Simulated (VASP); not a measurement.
# Nb3C (P6_3/m) in VASP: a series of runs, part 2 of 2

VASP 6.6.1. The steps go on from the part before.

**3. Single point, PBE**

This run uses another cell than the first one, of 15.20 Å³/atom.

Input file INCAR:

```
SYSTEM = Nb3C
PREC     = Accurate       ! precision mode
ENCUT    = 520            ! plane-wave cutoff, eV
EDIFF    = 1E-6           ! SCF threshold, eV
ISMEAR   = 0              ! smearing method
SIGMA    = 0.1            ! smearing width, eV
LREAL    = .FALSE.        ! projectors in reciprocal space
LASPH    = .TRUE.         ! aspherical terms in the spheres
NELM     = 100            ! most SCF steps
ALGO     = Normal         ! electronic algorithm
ISIF     = 2              ! what is computed and relaxed
LWAVE    = .FALSE.        ! write WAVECAR
LCHARG   = .FALSE.        ! write CHGCAR
GGA      = PE             ! functional
NBANDS   = 53             ! bands
```

Input file KPOINTS:

```
regular mesh
0
G
  3 3 6
  0 0 0
```

Input file POSCAR:

```
Nb3C
1.0
    6.5509618014     -0.0000000031      0.0000000000
   -3.2754808980      5.6732993408      0.0000000000
    0.0000000000      0.0000000000      3.2718079721
Nb C
6 2
Direct
    0.3101263921      0.3891243461      0.2500000000
    0.9210020460      0.3101263921      0.7500000000
    0.6108756539      0.9210020460      0.2500000000
    0.6898736079      0.6108756539      0.7500000000
    0.0789979540      0.6898736079      0.2500000000
    0.3891243461      0.0789979540      0.7500000000
    0.6666666667      0.3333333333      0.2500000000
    0.3333333333      0.6666666667      0.7500000000
```

Potentials or basis: VASP PAW PBE potentials, release 64 (Nb_sv, C).

Started as:

```console
> cat potpaw_PBE.64/Nb_sv/POTCAR potpaw_PBE.64/C/POTCAR > POTCAR
> mpirun -np 1 vasp_std > vasp.out
```

It took 40 s on 1 thread of Intel Xeon 6975P-C (Granite Rapids), shared host; peak memory 0.26 GiB.

The run converged. Its results:

```
Free energy            : -79.5006 eV
Pressure               : -0.1 GPa
Largest force          : 0.010 eV/Å
Band gap on the k mesh : zero (bands 43 and 44 overlap by 1.21 eV)
```

Forces on the atoms (eV/Å):
```
Nb   0.003  0.010  0.000
Nb  -0.007  0.007  0.000
Nb  -0.010 -0.003  0.000
Nb  -0.003 -0.010  0.000
Nb   0.007 -0.007  0.000
Nb   0.010  0.003  0.000
C    0.000  0.000  0.000
C    0.000  0.000  0.000
```

Stress tensor (GPa, compression positive):
```
-0.06  0.00  0.00
 0.00 -0.06  0.00
 0.00  0.00 -0.28
```

Levels at points of the mesh, in eV from the Fermi level:
```tsv
k point	band 41	band 42	band 43	band 44	band 45	band 46
(0.00, 0.00, 0.00)	-0.74	0.08	0.55	0.55	0.81	0.81
(0.00, 0.00, 0.50)	-0.35	-0.35	-0.35	-0.35	2.43	2.43
```

Caveat: the k points lie up to 0.37 Å⁻¹ apart, too coarse for converged energies and pressures of a metal.

**4. Relaxation of cell and atoms, PBE**

Input file INCAR:

```
SYSTEM = Nb3C
PREC = Accurate
ENCUT = 600
EDIFF = 1E-7
ISMEAR = 0
SIGMA = 0.1
LREAL = .FALSE.
LASPH = .TRUE.
NELM = 80
ALGO = Normal
ISIF = 3
LWAVE = .FALSE.
LCHARG = .FALSE.
GGA = PE
IBRION = 2
NSW = 90
EDIFFG = -0.04
```

Input file KPOINTS:

```
Automatic mesh
0
G
  3 3 6
  0 0 0
```

Input file POSCAR:

```
Nb3C
1.0
    6.0981574700      0.0000000000      0.0000000000
   -3.0490787300      5.2811592800      0.0000000000
    0.0000000000      0.0000000000      3.3984329700
Nb C
6 2
Direct
    0.2971000100      0.3829000000      0.2500000000
    0.9142000100      0.2971000100      0.7500000000
    0.6171000000      0.9142000100      0.2500000000
    0.7028999900      0.6171000000      0.7500000000
    0.0857999900      0.7028999900      0.2500000000
    0.3829000000      0.0857999900      0.7500000000
    0.6666666700      0.3333333300      0.2500000000
    0.3333333300      0.6666666700      0.7500000000
```

Started as:

```console
> cat potpaw_PBE.64/Nb_sv/POTCAR potpaw_PBE.64/C/POTCAR > POTCAR
> mpirun -np 1 vasp_std > vasp.out
```

Run time: 7 min. Hardware: 1 thread of Intel Xeon 6975P-C (Granite Rapids), shared host; peak memory 0.29 GiB.

It converged, with:

```
Free energy                           : -79.4922 eV
Relaxed volume                        : 15.20 Å³/atom
Relaxed cell                          : a = 6.551 Å, b = 6.551 Å, c = 3.271 Å, α = 90.00°, β = 90.00°, γ = 120.00°
Space group after relaxing (to 0.1 Å) : P6_3/m (No. 176)
Energy gained by relaxing             : 173.3 meV/atom
Ionic steps                           : 11
Pressure after relaxing               : -0.2 GPa
Largest force after relaxing          : 0.040 eV/Å
Band gap on the k mesh                : zero (bands 43 and 44 overlap by 1.21 eV)
```

Forces on the atoms (eV/Å):
```
Nb   0.031  0.025  0.000
Nb  -0.006  0.039  0.000
Nb  -0.037  0.014  0.000
Nb  -0.031 -0.025  0.000
Nb   0.006 -0.039  0.000
Nb   0.037 -0.014  0.000
C    0.000  0.000  0.000
C    0.000  0.000  0.000
```

Step by step:
| step | energy change (eV) | largest force (eV/Å) | pressure (GPa) | volume (Å³) |
| --- | --- | --- | --- | --- |
| 1 | 0.0000 | 0.8811 | 22.15 | 109.45 |
| 2 | 0.9341 | 1.4575 | -25.63 | 141.82 |
| 3 | -0.9902 | 0.6783 | -4.38 | 121.82 |
| 4 | -0.9924 | 0.6547 | -3.56 | 121.31 |
| 5 | -1.3224 | 0.5256 | 0.39 | 120.05 |
| 6 | -1.3226 | 0.5272 | 0.30 | 120.08 |
| 7 | -1.3708 | 0.1676 | 0.90 | 120.39 |
| 8 | -1.3745 | 0.1804 | 1.18 | 120.51 |
| 9 | -1.3784 | 0.1130 | -1.78 | 122.42 |
| 10 | -1.3812 | 0.1318 | -0.64 | 121.67 |
| 11 | -1.3866 | 0.0398 | -0.22 | 121.57 |

Final structure:
```yaml
crystal:
  lattice:
    - [6.55075, 0.00000, 0.00000]
    - [-3.27537, 5.67311, 0.00000]
    - [0.00000, 0.00000, 3.27130]
  atoms:
    - { symbol: Nb, position: [0.30955, 0.38887, 0.25000] }
    - { symbol: Nb, position: [0.92068, 0.30955, 0.75000] }
    - { symbol: Nb, position: [0.61113, 0.92068, 0.25000] }
    - { symbol: Nb, position: [0.69045, 0.61113, 0.75000] }
    - { symbol: Nb, position: [0.07932, 0.69045, 0.25000] }
    - { symbol: Nb, position: [0.38887, 0.07932, 0.75000] }
    - { symbol: C, position: [0.66667, 0.33333, 0.25000] }
    - { symbol: C, position: [0.33333, 0.66667, 0.75000] }
```

Levels at points of the mesh, in eV from the Fermi level:
| k point | band 40 | band 41 | band 42 | band 43 | band 44 | band 45 | band 46 | band 47 |
| --- | --- | --- | --- | --- | --- | --- | --- | --- |
| (0.00, 0.00, 0.00) | -0.94 | -0.75 | 0.09 | 0.55 | 0.55 | 0.81 | 0.81 | 0.92 |
| (0.00, 0.00, 0.50) | -1.17 | -0.35 | -0.35 | -0.35 | -0.35 | 2.43 | 2.43 | 2.43 |

Caveat: the k points lie up to 0.37 Å⁻¹ apart in the final cell, too coarse for converged energies and pressures of a metal.

**5. Single point, PBE**

This run uses another cell than the first one, of 15.19 Å³/atom.

Input file INCAR:

```
PREC     = Accurate       # precision mode
ENCUT    = 520            # plane-wave cutoff, eV
EDIFF    = 1E-7           # SCF threshold, eV
ISMEAR   = 0              # smearing method
SIGMA    = 0.1            # smearing width, eV
LREAL    = F              # projectors in reciprocal space
LASPH    = T              # aspherical terms in the spheres
NELM     = 100            # most SCF steps
ALGO     = Normal         # electronic algorithm
ISIF     = 2              # what is computed and relaxed
LWAVE    = F              # write WAVECAR
LCHARG   = F              # write CHGCAR
GGA      = PE             # functional
NBANDS   = 53             # bands
```

Input file KPOINTS:

```
Automatic mesh
0
Gamma
  6 6 12
```

Input file POSCAR:

```
Nb3C
1.0
    6.5527514310      0.0000000000      0.0000000000
   -3.2763757155      5.6748492039      0.0000000000
    0.0000000000      0.0000000000      3.2684719919
Nb C
6 2
Direct
    0.3089310496      0.3886359680      0.2500000000
    0.9202950816      0.3089310496      0.7500000000
    0.6113640320      0.9202950816      0.2500000000
    0.6910689504      0.6113640320      0.7500000000
    0.0797049184      0.6910689504      0.2500000000
    0.3886359680      0.0797049184      0.7500000000
    0.6666666667      0.3333333333      0.2500000000
    0.3333333333      0.6666666667      0.7500000000
```

Started as:

```console
> cat potpaw_PBE.64/Nb_sv/POTCAR potpaw_PBE.64/C/POTCAR > POTCAR
> mpirun -np 1 vasp_std > vasp.out
```

Wall time 3 min (1 thread of Intel Xeon 6975P-C (Granite Rapids), shared host); peak memory 0.4 GiB.

Results (log left out):

* Free energy: -79.5538 eV
* Pressure: -0.3 GPa
* Largest force: 0.008 eV/Å
* Band gap on the k mesh: zero (bands 43 and 44 overlap by 1.22 eV)

Forces on the atoms (eV/Å):
```
Nb  -0.001  0.008  0.000
Nb  -0.007  0.004  0.000
Nb  -0.007 -0.005  0.000
Nb   0.001 -0.008  0.000
Nb   0.007 -0.004  0.000
Nb   0.007  0.005  0.000
C    0.000  0.000  0.000
C    0.000  0.000  0.000
```

Stress tensor (GPa, compression positive):
```
-0.28  0.00  0.00
 0.00 -0.28  0.00
 0.00  0.00 -0.39
```

Levels at points of the mesh, in eV from the Fermi level:
```tsv
k point	band 39	band 40	band 41	band 42	band 43	band 44	band 45	band 46	band 47	band 48
(0.00, 0.00, 0.00)	-0.91	-0.91	-0.75	0.11	0.57	0.57	0.83	0.83	0.96	0.98
(0.50, 0.00, 0.00)	-1.19	-0.81	-0.44	-0.16	0.37	0.57	0.58	0.79	1.41	1.63
(0.00, 0.00, 0.50)	-1.15	-1.15	-0.32	-0.32	-0.32	-0.32	2.44	2.44	2.44	2.44
(0.50, 0.00, 0.50)	-0.99	-0.99	-0.62	-0.62	-0.51	-0.51	1.24	1.24	1.69	1.69
```

**6. Summary**

```tsv
task	cell	k mesh	cutoff (eV)	gap on the mesh (eV)	pressure (GPa)	largest force (eV/Å)
single point	a = 6.098, b = 6.098, c = 3.398 Å, angles 90.0, 90.0, 120.0°, 8 atoms, atomic positions A	3 × 3 × 6	520	none	22.2	0.88
single point	a = 6.551, b = 6.551, c = 3.272 Å, angles 90.0, 90.0, 120.0°, 8 atoms, atomic positions B	3 × 3 × 6	520	none	-0.1	0.01
relaxation of cell and atoms	relaxed from a = 6.098, b = 6.098, c = 3.398 Å, angles 90.0, 90.0, 120.0°, 8 atoms, atomic positions A	3 × 3 × 6	600	none	-0.2	0.04
single point	a = 6.553, b = 6.553, c = 3.268 Å, angles 90.0, 90.0, 120.0°, 8 atoms, atomic positions B	6 × 6 × 12	520	none	-0.3	0.01
```

Alike in all rows: level PBE; potentials or basis VASP PAW PBE potentials, release 64 (Nb_sv, C); no spin polarisation; smearing gaussian 0.1 eV.

Caveats: some runs use coarse meshes.

Total energies depend on the potentials used, so only differences within one code and one set of settings carry meaning.
